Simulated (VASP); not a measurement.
# HgTe (Fm-3m) in VASP: further runs, part 3 of 3

VASP 6.6.1. Earlier steps stand in the parts before.

**5. Electric field gradients, LDA (26.43 Å³/atom)**

This run uses another cell than the first one, of 26.43 Å³/atom.

INCAR reads:

```
SYSTEM = HgTe
PREC = Accurate
ENCUT = 400
EDIFF = 1E-8
ISMEAR = -1
SIGMA = 0.08
LREAL = .FALSE.
LASPH = .TRUE.
NELM = 120
ALGO = Normal
ISIF = 2
LWAVE = .FALSE.
LCHARG = .FALSE.
LEFG = .TRUE.
NBANDS = 16
GGA_COMPAT = .FALSE.
```

KPOINTS reads:

```
regular mesh
0
G
  10 10 10
  0 0 0
```

POSCAR reads:

```
HgTe
1.0
    0.0000000000      2.9787988607      2.9787988607
    2.9787988607      0.0000000000      2.9787988607
    2.9787988607      2.9787988607      0.0000000000
Hg Te
1 1
Direct
    0.0000000000      0.0000000000      0.0000000000
    0.5000000000      0.5000000000      0.5000000000
```

Potentials or basis: VASP PAW LDA potentials, release 64 (Hg, Te).

Launch:

```console
$ cat potpaw_LDA.64/Hg/POTCAR potpaw_LDA.64/Te/POTCAR > POTCAR
$ mpirun -np 1 vasp_std > vasp.out
```

OUTCAR:

```text
SYSTEM = HgTe
   PREC = Accurate
   ENCUT = 400
   EDIFF = 1E-8
   ISMEAR = -1
   LREAL = .FALSE.
   LASPH = .TRUE.
   NELM = 120
   ISIF = 2

 ion  position               nearest neighbor table
   1  0.000  0.000  0.000-   2 2.98   2 2.98   2 2.98   2 2.98   2 2.98   2 2.98
   2  0.500  0.500  0.500-   1 2.98   1 2.98   1 2.98   1 2.98   1 2.98   1 2.98

  LATTYP: Found a face centered cubic cell.
 ALAT       =     5.9575977214

  Lattice vectors:

 A1 = (   0.0000000000,   2.9787988607,   2.9787988607)
 A2 = (   2.9787988607,   0.0000000000,   2.9787988607)
 A3 = (   2.9787988607,   2.9787988607,   0.0000000000)

Analysis of symmetry for initial positions (statically):
=====================================================================
 Subroutine PRICEL returns:
 Original cell was already a primitive cell.

 Routine SETGRP: Setting up the symmetry group for a
 face centered cubic supercell.

 Subroutine GETGRP returns: Found 48 space group operations
[... 644 lines left out ...]
     0.000000000  2.978798861  2.978798861    -0.167852891  0.167852891  0.167852891
     2.978798861  0.000000000  2.978798861     0.167852891 -0.167852891  0.167852891
     2.978798861  2.978798861  0.000000000     0.167852891  0.167852891 -0.167852891

 POSITION                                       TOTAL-FORCE (eV/Angst)
 -----------------------------------------------------------------------------------
      0.00000      0.00000      0.00000        -0.000000     -0.000000     -0.000000
      2.97880      2.97880      2.97880         0.000000      0.000000      0.000000
 -----------------------------------------------------------------------------------
    total drift:                               -0.000000      0.000000      0.000000

  FREE ENERGIE OF THE ION-ELECTRON SYSTEM (eV)
  ---------------------------------------------------
  free  energy   TOTEN  =        -4.9374874975 eV

  energy  without entropy=       -4.9232816205  energy(sigma->0) =       -4.93038456

 Electric field gradients (V/A^2)
---------------------------------------------------------------------
 ion       V_xx      V_yy      V_zz      V_xy      V_xz      V_yz
---------------------------------------------------------------------
   1      -0.000     0.000     0.000    -0.000    -0.000    -0.000
   2       0.000    -0.000     0.000     0.000     0.000     0.000
---------------------------------------------------------------------

 Electric field gradients after diagonalization (V/A^2)
 (convention: |V_zz| > |V_xx| > |V_yy|)
----------------------------------------------------------------------
 ion       V_xx      V_yy      V_zz     asymmetry (V_yy - V_xx)/ V_zz
----------------------------------------------------------------------
   1       0.000     0.000    -0.000       0.000
   2      -0.000    -0.000     0.001       0.000
----------------------------------------------------------------------

           NMR quadrupolar parameters

 Cq : quadrupolar parameter    Cq=e*Q*V_zz/h
 eta: asymmetry parameters     (V_yy - V_xx)/ V_zz
 Q  : nuclear electric quadrupole moment in mb (millibarn)
----------------------------------------------------------------------
 ion       Cq(MHz)       eta       Q (mb)
----------------------------------------------------------------------
   1      -0.000       0.000       1.000
   2       0.000       0.000       1.000
----------------------------------------------------------------------
```

OSZICAR:

```text
N       E                     dE             d eps       ncg     rms          rms(c)
DAV:   1     0.896842823824E+02    0.89684E+02   -0.71190E+03  1528   0.810E+02
DAV:   2    -0.238275857000E+01   -0.92067E+02   -0.86234E+02  1792   0.214E+02
DAV:   3    -0.513690502174E+01   -0.27541E+01   -0.27457E+01  1848   0.384E+01
DAV:   4    -0.515646205191E+01   -0.19557E-01   -0.19556E-01  2040   0.310E+00
DAV:   5    -0.515663620812E+01   -0.17416E-03   -0.17416E-03  1904   0.227E-01    0.855E+00
DAV:   6    -0.494961812885E+01    0.20702E+00   -0.41589E-01  1832   0.866E+00    0.652E+00
DAV:   7    -0.493992233294E+01    0.96958E-02   -0.66605E-02  1840   0.180E+00    0.222E+00
DAV:   8    -0.493774424397E+01    0.21781E-02   -0.64981E-03  1712   0.939E-01    0.488E-01
DAV:   9    -0.493748654793E+01    0.25770E-03   -0.40450E-04  1968   0.210E-01    0.595E-02
DAV:  10    -0.493748688975E+01   -0.34182E-06   -0.36185E-05  1808   0.502E-02    0.352E-02
DAV:  11    -0.493748771527E+01   -0.82552E-06   -0.36459E-06  1912   0.123E-02    0.102E-02
DAV:  12    -0.493748749430E+01    0.22097E-06   -0.58487E-07  1728   0.508E-03    0.480E-03
DAV:  13    -0.493748749753E+01   -0.32296E-08   -0.53132E-08  1984   0.157E-03
   1 F= -.49374875E+01 E0= -.49303846E+01  d E =-.142059E-01
```

stdout:

```text
POSCAR found type information on POSCAR HgTe
 POSCAR found :  2 types and       2 ions
 scaLAPACK will be used
 LDA part: xc-table for (Slater(with rela. corr.)+CA(PZ))
 , standard interpolation
 POSCAR, INCAR and KPOINTS ok, starting setup
 FFT: planning ... GRIDC
 FFT: planning ... GRID_SOFT
 FFT: planning ... GRID
 WAVECAR not read
 entering main loop
ion   1

ion   2
```

Wall time 37 s (1 thread of Intel Xeon 8259CL, shared host); peak memory 0.15 GiB.

Results:

```yaml
Free_energy: -4.9375 eV
Pressure: -0.1 GPa
Band_gap_on_the_k_mesh: zero (bands 9 and 10 overlap by 2.92 eV)
Largest_electric_field_gradient_by_atom: zero within the noise of the run
```

Caveat: spin-orbit coupling is left out, which moves the levels of the heavy elements.

**6. Single point, LDA**

POSCAR reads:

```
HgTe
1.0
    0.0000000000      2.9215000000      2.9215000000
    2.9215000000      0.0000000000      2.9215000000
    2.9215000000      2.9215000000      0.0000000000
Hg Te
1 1
Direct
    0.0000000000      0.0000000000      0.0000000000
    0.5000000000      0.5000000000      0.5000000000
```

INCAR.step1 reads:

```
  ALGO = Normal
  EDIFF = 1E-6
  ENCUT = 400
  GGA = CA
  GGA_COMPAT = False
  ISIF = 2
  ISMEAR = -1
  LASPH = True
  LCHARG = True
  LORBIT = 11
  LREAL = False
  LWAVE = False
  NBANDS = 16
  NEDOS = 2001
  NELM = 120
  PREC = Accurate
  SIGMA = 0.08
```

KPOINTS.step1 reads:

```
k-points
0
Gamma
  10 10 10
```

INCAR.step2 reads:

```
  ALGO = Normal
  EDIFF = 1E-6
  ENCUT = 400
  GGA = CA
  GGA_COMPAT = False
  ICHARG = 11
  ISIF = 2
  ISMEAR = -5
  LASPH = True
  LCHARG = False
  LORBIT = 10
  LREAL = False
  LWAVE = False
  NEDOS = 1001
  NELM = 120
  PREC = Accurate
  SIGMA = 0.08
```

KPOINTS.step2 reads:

```
k-points
0
Gamma
  15 15 15
```

Potentials or basis: VASP PAW LDA potentials, release 64 (Hg, Te).

Launch:

```console
$ cat potpaw_LDA.64/Hg/POTCAR potpaw_LDA.64/Te/POTCAR > POTCAR
$ cp INCAR.step1 INCAR
$ cp KPOINTS.step1 KPOINTS
$ mpirun -np 1 vasp_std > vasp.out
$ cp INCAR.step2 INCAR
$ cp KPOINTS.step2 KPOINTS
$ mpirun -np 1 vasp_std > vasp.out
```

Run time: 70 s. Hardware: 1 thread of Intel Xeon 8259CL, shared host; peak memory 0.18 GiB.

Results (log left out):

* Valence electrons inside the program's atomic spheres: Hg 10.54; Te 3.38

Levels at points of the mesh, in eV from the Fermi level:
| k point | band 7 | band 8 | band 9 | band 10 | band 11 | band 12 |
| --- | --- | --- | --- | --- | --- | --- |
| (0.00, 0.00, 0.00) | -0.90 | -0.90 | -0.90 | -0.46 | 7.72 | 7.72 |

Caveat: spin-orbit coupling is left out, which moves the levels of the heavy elements; tetrahedron occupations give inexact forces and stress in metals.

**7. Summary**

```tsv
task	cell	k mesh for the DOS	occupations for the DOS	gap on the mesh (eV)	pressure (GPa)
electric field gradients	a = 4.132 Å, angles 60.0°, 2 atoms	-	-	none	4.4
electric field gradients	a = 4.159 Å, angles 60.0°, 2 atoms	-	-	none	2.7
electric field gradients	a = 4.213 Å, angles 60.0°, 2 atoms	-	-	none	-0.1
single point	a = 4.132 Å, angles 60.0°, 2 atoms	15 × 15 × 15	tetrahedron	-	-
```

Alike in all rows: level LDA; potentials or basis VASP PAW LDA potentials, release 64 (Hg, Te); no spin polarisation; k mesh 10 × 10 × 10; cutoff (eV) 400; smearing fermi-dirac 0.08 eV.

Caveats: spin-orbit coupling is left out, which moves the levels of the heavy elements; the cell stands under pressure (at least some runs); tetrahedron occupations give inexact forces and stress in metals (at least some runs).

Absolute energies hang on the potentials; compare differences alone.
